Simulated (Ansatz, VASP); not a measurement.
## CrAuI2: VASP beside Ansatz

```
Cr I Au
1.0
     3.91123    0.00000    0.00000
    -1.95561    3.38722    0.00000
     0.00000   -2.25815    8.27654
Cr I Au
1 2 1
Cartesian
  1.9556 -1.1291 4.1383
  0.0000 0.0000 2.6726
  1.9556 1.1291 5.6040
  0.0000 0.0000 0.0000
```

Alike in both runs: functional r2SCAN; k mesh 5 × 5 × 5; no spin polarisation.

Ansatz relaxed the structure, and its values are those at the end. VASP's run is a single point on that final structure, the one shown.

```csv
,VASP,Ansatz
version,VASP 6.6.1,Ansatz 0.2.0
potentials or method,"VASP PAW PBE potentials, release 64 (Cr_pv, I, Au), cutoff 520 eV",PAW plane waves
occupations,"fermi-dirac, width 0.1 eV",fermi-dirac
valence electrons in the cell,37,67
```

|  | VASP | Ansatz | Ansatz less VASP |
| --- | --- | --- | --- |
| gap on the k mesh at the Fermi level (eV) | none | none | - |
| pressure (GPa) | -0.1 | 0.0 | +0.09 |
| rms of the force components (eV/Å) | 0.005 | 0.000 | -0.0047 |

VASP's potentials were made for PBE, not for r2SCAN. A gap of «none» marks a metal or a gap that the smearing closes. VASP's potentials hold 37 valence electrons a cell and Ansatz's 67, so a difference there can come from the potentials and not from the codes. Ansatz's warnings: structure snapped to symmetry.

The k mesh is coarse, so the values compare programs but aren't converged. Spin-orbit coupling is off throughout.
